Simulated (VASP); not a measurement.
Input of a VASP 6.6.1 run:

The input INCAR:

```
SYSTEM = Si16O
PREC = Accurate
ENCUT = 520
EDIFF = 1E-6
ISMEAR = -1
SIGMA = 0.05
LREAL = Auto
LASPH = .TRUE.
NELM = 150
ALGO = Normal
ISIF = 2
LWAVE = .FALSE.
LCHARG = .FALSE.
ISPIN = 2
MAGMOM = 0 0 0 0 0 0 0 0 0 0 0 0 0 0 0 0 1
LORBIT = 11
GGA = PE
NBANDS = 53
```

Contents of KPOINTS:

```
regular mesh
0
G
  2 2 2
  0 0 0
```

File POSCAR:

```
Si16O
1.0
    0.0000000000      5.4300000000      5.4300000000
    5.4300000000      0.0000000000      5.4300000000
    5.4300000000      5.4300000000      0.0000000000
Si O
16 1
Direct
    0.0030755064     -0.0989502762      0.0101657459
    0.1164456722      0.0325966851      0.1723204420
   -0.0295395948      0.0101473297      0.5363351750
    0.1468876611      0.0706261510      0.6504972376
   -0.0070626151      0.5260681400     -0.0151473297
    0.1833885820      0.5062799263      0.1555985267
    0.0274953959      0.4493370166      0.5522099448
    0.1288858195      0.6393278085      0.6106721915
    0.4748802947      0.0219521179     -0.0238858195
    0.6408103131      0.1151749540      0.0789686924
    0.5181952118      0.0110313076      0.4671270718
    0.6047329650      0.1580478821      0.6172744015
    0.5337753223      0.4893001842     -0.0313627993
    0.6155248619      0.6549355433      0.0740883978
    0.4985635359      0.5202394107      0.4579926335
    0.6559668508      0.6400920810      0.5811786372
   -0.0060773481      0.2860036832      1.0259116022
```

Potentials or basis: VASP PAW PBE potentials, release 64 (Si, O).

Run with:

```console
$ cat potpaw_PBE.64/Si/POTCAR potpaw_PBE.64/O/POTCAR > POTCAR
$ mpirun -np 1 vasp_std > vasp.out
```

Question: Predict the net moment.

Answer: 0.00 μB per cell.

Question: Estimate the largest force.

Answer: 2.208 eV/Å.

Question: Estimate the band gap on the k mesh.

Answer: 0.04 eV.

Stress tensor (GPa, compression positive):
```
 2.46 -1.19  0.87
-1.19  2.42  0.10
 0.87  0.10  3.18
```

Caveat: the k points lie up to 0.50 Å⁻¹ apart; the atoms stand as in a frame of molecular dynamics; semilocal functionals underestimate gaps, and a narrow one can read as zero.
